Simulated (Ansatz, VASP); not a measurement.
Hg: VASP beside Ansatz

The input INCAR:

```
PREC = Accurate
ENCUT = 600
EDIFF = 1E-6
ISMEAR = 0
SIGMA = 0.1
LREAL = False
LASPH = True
NELM = 100
ALGO = Normal
ISIF = 3
LWAVE = False
LCHARG = False
GGA = PS
IBRION = 2
NSW = 100
EDIFFG = -0.005
```

File KPOINTS:

```
regular mesh
0
Gamma
  16 16 16
```

Contents of POSCAR:

```
Hg
1.0
   -1.8903760756      1.8903760756      1.6713795787
    1.8903760756     -1.8903760756      1.6713795787
    1.8903760756      1.8903760756     -1.6713795787
Hg
1
Direct
    0.0000000000      0.0000000000      0.0000000000
```

Input for Ansatz:

```yaml
crystal:
  lattice:
    - [-1.8903760756, 1.8903760756, 1.6713795787]
    - [1.8903760756, -1.8903760756, 1.6713795787]
    - [1.8903760756, 1.8903760756, -1.6713795787]
  atoms:
    - { symbol: Hg, position: [0.0, 0.0, 0.0] }
basis:
  ecutwfc: 420
kpoints:
  mp_grid: { grid: [16, 16, 16] }
hamiltonian:
  xc: pbesol
scf:
  occupations: { method: gaussian, width: 0.1 }
output:
  forces: true
  stress: true
  eigenvalues: true
relax:
  adjacent_minimum: "off"
  f_tol: 0.005
  max_steps: 80
  cell: { stress_tol: 0.05 }
```

Alike in both runs: task relaxation of cell and atoms; functional PBEsol; k mesh 16 × 16 × 16; occupations gaussian, width 0.1 eV; no spin polarisation.

|  | VASP | Ansatz |
| --- | --- | --- |
| version | VASP 6.6.1 | Ansatz 0.2.0 |
| potentials or method | VASP PAW PBE potentials, release 64 (Hg), cutoff 600 eV | scalar-relativistic, plane waves, PAW |
| valence electrons in the cell | 12 | 20 |

|  | VASP | Ansatz | Ansatz less VASP |
| --- | --- | --- | --- |
| gap on the k mesh at the Fermi level, each at its own relaxed structure (eV) | none | none | - |
| relaxed volume (Å³/atom) | 24.13 | 23.89 | -0.242 |
| relaxed length of the cell vector where the two differ most in proportion (Å) | 3.163 | 3.153 | -0.0106 |

VASP's potentials were made for PBE, not for PBEsol. A gap of «none» marks a metal or a gap that the smearing closes. VASP's potentials hold 12 valence electrons a cell and Ansatz's 20, so a difference there can come from the potentials and not from the codes.

Spin-orbit coupling is off throughout.
